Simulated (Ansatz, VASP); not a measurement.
**Bi6O: VASP beside Ansatz**

```
CELL_PARAMETERS angstrom
3.12245 1.80275 5.73387
-3.12245 1.80275 5.73387
0.00000 -3.60549 5.73387
ATOMIC_POSITIONS crystal
Bi 0.72787 0.07973 0.44513
Bi 0.07973 0.44513 0.72787
Bi 0.44513 0.72787 0.07973
Bi 0.55487 0.27213 0.92027
Bi 0.92027 0.55487 0.27213
Bi 0.27213 0.92027 0.55487
O 0.00000 0.00000 0.00000
```

Alike in both runs: functional PBE; k mesh 6 × 6 × 6; occupations gaussian, width 0.1 eV; no spin polarisation.

Ansatz relaxed the structure, and its values are those at the end. VASP's run is a single point on that final structure, the one shown.

|  | VASP | Ansatz |
| --- | --- | --- |
| version | VASP 6.6.1 | Ansatz 0.2.0 |
| potentials or method | VASP PAW PBE potentials, release 64 (Bi_d, O), cutoff 520 eV | scalar-relativistic, plane waves, PAW |
| valence electrons in the cell | 96 | 96 |

```tsv
	VASP	Ansatz	Ansatz less VASP
gap on the k mesh at the Fermi level (eV)	none	none	-
pressure (GPa)	-0.1	0.0	+0.07
```

A gap of «none» marks a metal or a gap that the smearing closes.

Neither program's run includes spin-orbit coupling.
